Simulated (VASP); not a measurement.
# BN (pbe) (F-43m) in VASP: vibrations by perturbation theory with PBE

Aim: the vibrations by perturbation theory of BN (pbe) with PBE.

Program: VASP 6.6.1. These are calculated values, not measurements. Logs are shortened: lines on timing, memory, paths and dates and some standing lists are left out, and cuts for length are marked.

## 1. The cell of the first run

It takes space group F-43m (No. 216, cubic). The conventional cell has a = 3.625 Å, b = 3.625 Å, c = 3.625 Å, α = 90.00°, β = 90.00°, γ = 90.00°. B (site symmetry -43m) has 4 N at 1.57 Å within 2.1 Å. Within 2.1 Å of N (site symmetry -43m) lie 4 B at 1.57 Å.

## 2. Vibrations by perturbation theory, PBE

INCAR

```
PREC     = Accurate       # precision mode
ENCUT    = 600            # plane-wave cutoff, eV
EDIFF    = 1E-8           # SCF threshold, eV
ISMEAR   = 0              # smearing method
SIGMA    = 0.01           # smearing width, eV
LREAL    = False          # projectors in reciprocal space
LASPH    = True           # aspherical terms in the spheres
NELM     = 120            # most SCF steps
ALGO     = Normal         # electronic algorithm
ISIF     = 2              # what is computed and relaxed
LWAVE    = False          # write WAVECAR
LCHARG   = False          # write CHGCAR
GGA      = PE             # functional
IBRION   = 8              # ionic algorithm
NSW      = 1              # ionic steps
LEPSILON = True           # dielectric tensor by DFPT
GGA_COMPAT= False
```

KPOINTS

```
regular mesh
0
Gamma
  12 12 12
```

POSCAR

```
BN
1.0
    0.0000000000      1.8123266329      1.8123266329
    1.8123266329      0.0000000000      1.8123266329
    1.8123266329      1.8123266329      0.0000000000
B N
1 1
Direct
    0.0000000000      0.0000000000      0.0000000000
    0.7500000000      0.7500000000      0.7500000000
```

Potentials or basis: VASP PAW PBE potentials, release 64 (B, N).

Run with:

```
> cat potpaw_PBE.64/B/POTCAR potpaw_PBE.64/N/POTCAR > POTCAR
> mpirun -np 1 vasp_std > vasp.out
```

OUTCAR:

```text
PREC = Accurate
   ENCUT = 600
   EDIFF = 1E-8
   ISMEAR = 0
   LREAL = False
   LASPH = True
   NELM = 120
   ISIF = 2
   GGA = PE
   IBRION = 8
   NSW = 1
   LEPSILON = True

 ion  position               nearest neighbor table
   1  0.000  0.000  0.000-   2 1.57   2 1.57   2 1.57   2 1.57
   2  0.750  0.750  0.750-   1 1.57   1 1.57   1 1.57   1 1.57

  LATTYP: Found a face centered cubic cell.
 ALAT       =     3.6246532658

  Lattice vectors:

 A1 = (   0.0000000000,   1.8123266329,   1.8123266329)
 A2 = (   1.8123266329,   0.0000000000,   1.8123266329)
 A3 = (   1.8123266329,   1.8123266329,   0.0000000000)

Analysis of symmetry for initial positions (statically):
=====================================================================
 Subroutine PRICEL returns:
 Original cell was already a primitive cell.

 Routine SETGRP: Setting up the symmetry group for a
 face centered cubic supercell.

 Subroutine GETGRP returns: Found 24 space group operations
 (whereof 24 operations were pure point group operations)
 out of a pool of 48 trial point group operations.

The static configuration has the point symmetry T_d .

Analysis of symmetry for dynamics (positions and initial velocities):
=====================================================================
 Subroutine PRICEL returns:
 Original cell was already a primitive cell.

 Routine SETGRP: Setting up the symmetry group for a
 face centered cubic supercell.

 Subroutine GETGRP returns: Found 24 space group operations
 (whereof 24 operations were pure point group operations)
 out of a pool of 48 trial point group operations.

The dynamic configuration has the point symmetry T_d .

 Subroutine INISYM returns: Found 24 space group operations
 (whereof 24 operations are pure point group operations),
 and found     1 'primitive' translations

----------------------------------------------------------------------------------------

                                     Primitive cell

[... 495 lines left out ...]
 ------------------------------------------------------
           4.614198    -0.000000     0.000000
          -0.000000     4.614198     0.000000
          -0.000000     0.000000     4.614198
 ------------------------------------------------------

 PIEZOELECTRIC TENSOR (including local field effects)  for field in x, y, z        (e  Angst)
          XX          YY          ZZ          XY          YZ          ZX
  --------------------------------------------------------------------------------
  x     0.00000    -0.00000     0.00000     0.00000     0.77240     0.00000
  y     0.00000    -0.00000     0.00000     0.00000     0.00000     0.77240
  z     0.00000    -0.00000     0.00000     0.77240     0.00000     0.00000

 PIEZOELECTRIC TENSOR (including local field effects)  for field in x, y, z        (C/m^2)
          XX          YY          ZZ          XY          YZ          ZX
  --------------------------------------------------------------------------------
  x     0.00000    -0.00000     0.00000     0.00000     1.03947     0.00000
  y     0.00000    -0.00000     0.00000     0.00000     0.00000     1.03947
  z     0.00000    -0.00000     0.00000     1.03947     0.00000     0.00000

 BORN EFFECTIVE CHARGES (including local field effects) (in |e|, cummulative output)
 ---------------------------------------------------------------------------------
 ion    1
    1     1.91128     0.00000     0.00000
    2     0.00000     1.91128     0.00000
    3     0.00000     0.00000     1.91128
 ion    2
    1    -1.91128     0.00000     0.00000
    2     0.00000    -1.91128     0.00000
    3     0.00000     0.00000    -1.91128

 INTERNAL STRAIN TENSOR FOR ION    2 for displacements in x,y,z  (eV/Angst):
          X           Y           Z          XY          YZ          ZX
  --------------------------------------------------------------------------------
  x     0.00000     0.00000     0.00000     0.00000     1.42178     0.00000
  y     0.00000     0.00000     0.00000     0.00000     0.00000     1.42178
  z     0.00000     0.00000     0.00000     1.42178     0.00000     0.00000

 SECOND DERIVATIVES (NOT SYMMETRIZED)
 ------------------------------------
               1X          1Y          1Z          2X          2Y          2Z
  1X   -23.784832    0.000000    0.000000   23.784832    0.000000    0.000000
  1Y     0.000000  -23.784832    0.000000    0.000000   23.784832    0.000000
  1Z     0.000000    0.000000  -23.784832    0.000000    0.000000   23.784832
  2X    23.782665    0.000000    0.000000  -23.782665    0.000000    0.000000
  2Y     0.000000   23.782665    0.000000    0.000000  -23.782665    0.000000
  2Z     0.000000    0.000000   23.782665    0.000000    0.000000  -23.782665

 Eigenvectors and eigenvalues of the dynamical matrix
 ----------------------------------------------------

   1 f  =   30.868148 THz   193.950295 2PiTHz 1029.650590 cm-1   127.660345 meV
             X         Y         Z           dx          dy          dz
      0.000000  0.000000  0.000000    -0.751203    0.000000    0.000000
      2.718490  2.718490  2.718490     0.660071   -0.000000    0.000000
[... 21 lines left out ...]
   6 f/i=    0.000697 THz     0.004381 2PiTHz    0.023258 cm-1     0.002884 meV
             X         Y         Z           dx          dy          dz
      0.000000  0.000000  0.000000    -0.069375   -0.642445   -0.134706
      2.718490  2.718490  2.718490    -0.078953   -0.731143   -0.153303

--------------------------------------------------------------------------------------------------------

 MACROSCOPIC STATIC DIELECTRIC TENSOR IONIC CONTRIBUTION
 ------------------------------------------------------
           2.334495     0.000000     0.000000
           0.000000     2.334495     0.000000
           0.000000     0.000000     2.334495
 ------------------------------------------------------

 ELASTIC MODULI CONTR FROM IONIC RELAXATION (kBar)
 Direction    XX          YY          ZZ          XY          YZ          ZX
 --------------------------------------------------------------------------------
 XX          -0.0000      0.0000      0.0000      0.0000     -0.0000      0.0000
 YY           0.0000     -0.0000      0.0000      0.0000      0.0000      0.0000
 ZZ           0.0000      0.0000     -0.0000     -0.0000      0.0000      0.0000
 XY           0.0000      0.0000     -0.0000    -10.1617      0.0000      0.0000
 YZ          -0.0000      0.0000      0.0000      0.0000    -10.1617      0.0000
 ZX           0.0000      0.0000      0.0000      0.0000      0.0000    -10.1617
 --------------------------------------------------------------------------------

 PIEZOELECTRIC TENSOR IONIC CONTR  for field in x, y, z        (C/m^2)
          XX          YY          ZZ          XY          YZ          ZX
  --------------------------------------------------------------------------------
  x    -0.00000     0.00000     0.00000     0.00000    -0.14493     0.00000
  y     0.00000     0.00000     0.00000     0.00000     0.00000    -0.14493
  z     0.00000     0.00000    -0.00000    -0.14493     0.00000     0.00000
```

OSZICAR:

```text
N       E                     dE             d eps       ncg     rms          rms(c)
DAV:   1     0.148791359035E+02    0.14879E+02   -0.56040E+03  1160   0.110E+03
DAV:   2    -0.181295896157E+02   -0.33009E+02   -0.32025E+02  1584   0.204E+02
DAV:   3    -0.184076607251E+02   -0.27807E+00   -0.27807E+00  1320   0.222E+01
DAV:   4    -0.184080393076E+02   -0.37858E-03   -0.37858E-03  1624   0.705E-01
[... 138 lines left out ...]
RMM:   7    -0.230465977758E+00    0.61995E-05   -0.59968E-08  7421   0.983E-04    0.753E-05
RMM:   8    -0.230466603251E+00   -0.62549E-06   -0.11491E-08  6808   0.116E-04    0.339E-05
RMM:   9    -0.230466527634E+00    0.75617E-07    0.10061E-10  7605   0.638E-05    0.273E-06
RMM:  10    -0.230466518287E+00    0.93469E-08    0.45109E-10  6943   0.507E-06    0.875E-07
 Linear response finished
```

It took 94 s on 1 thread of Intel Xeon Platinum 8488C (Sapphire Rapids), shared host; peak memory 0.19 GiB.

Results:

| Property | Result |
| --- | --- |
| Electronic dielectric tensor (diagonal) | 4.61 |
| Born charges (mean of the diagonal) | B +1.91; N -1.91 e |
| Highest phonon frequency at Γ, LO-TO splitting left out | 1030 cm⁻¹ |

Phonon frequencies in cm⁻¹ (negative: imaginary):
```csv
q point,frequencies
"(0.000, 0.000, 0.000)",0 0 0 1030 1030 1030
```

Electronic dielectric tensor:
```
4.61 0.00 0.00
0.00 4.61 0.00
0.00 0.00 4.61
```

Born effective charge tensors (e):
atom 1, B
```
1.91 0.00 0.00
0.00 1.91 0.00
0.00 0.00 1.91
```
atom 2, N
```
-1.91  0.00  0.00
 0.00 -1.91  0.00
 0.00  0.00 -1.91
```
